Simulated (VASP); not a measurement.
SnSe:

```
CELL_PARAMETERS angstrom
0.00000 3.02815 3.02815
3.02815 0.00000 3.02815
3.02815 3.02815 0.00000
ATOMIC_POSITIONS crystal
Sn 0.00000 0.00000 0.00000
Se 0.50000 0.50000 0.50000
```

```yaml
Program: VASP 6.6.1
Task: relaxation of cell and atoms
Functional: LDA
Potentials_or_basis: VASP PAW LDA potentials, release 64 (Sn_d, Se)
Cutoff: 600 eV
k_mesh: 6 × 6 × 6
Occupations: fermi-dirac, width 0.02 eV
Spin: no spin polarisation
```

At the start: pressure -4.3 GPa; volume 27.77 Å³/atom.

How do energy, volume and symmetry change on relaxing?

Over 14 steps the energy falls by 33.5 meV/atom and the volume is 25.48 Å³/atom (-8.2 %); space group Fm-3m (No. 225, to 0.05 Å).

The path:
| step | energy change (eV) | largest force (eV/Å) | pressure (GPa) | volume (Å³) |
| --- | --- | --- | --- | --- |
| 1 | 0.0000 | 0.0000 | -4.32 | 55.53 |
| 2 | -0.0611 | 0.0000 | 1.58 | 49.73 |
| 3 | -0.0670 | 0.0000 | 0.04 | 50.95 |
| 4 | -0.0670 | 0.0000 | -0.11 | 51.04 |
| 5 | -0.0670 | 0.0000 | -0.11 | 51.04 |
| 6 | -0.0670 | 0.0000 | -0.06 | 51.03 |
| 7 | -0.0670 | 0.0000 | -0.08 | 51.03 |
| 8 | -0.0670 | 0.0000 | -0.08 | 51.03 |
| 9 | -0.0670 | 0.0000 | -0.08 | 51.03 |
| 10 | -0.0670 | 0.0000 | -0.09 | 51.02 |
| 11 | -0.0670 | 0.0000 | -0.11 | 51.02 |
| 12 | -0.0670 | 0.0000 | -0.04 | 51.01 |
| 13 | -0.0670 | 0.0000 | -0.04 | 50.99 |
| 14 | -0.0670 | 0.0000 | 0.00 | 50.96 |

Final structure:
```
CELL_PARAMETERS angstrom
0.00000 2.94262 2.94262
2.94262 0.00000 2.94262
2.94262 2.94262 0.00000
ATOMIC_POSITIONS crystal
Sn 0.00000 0.00000 0.00000
Se 0.50000 0.50000 0.50000
```
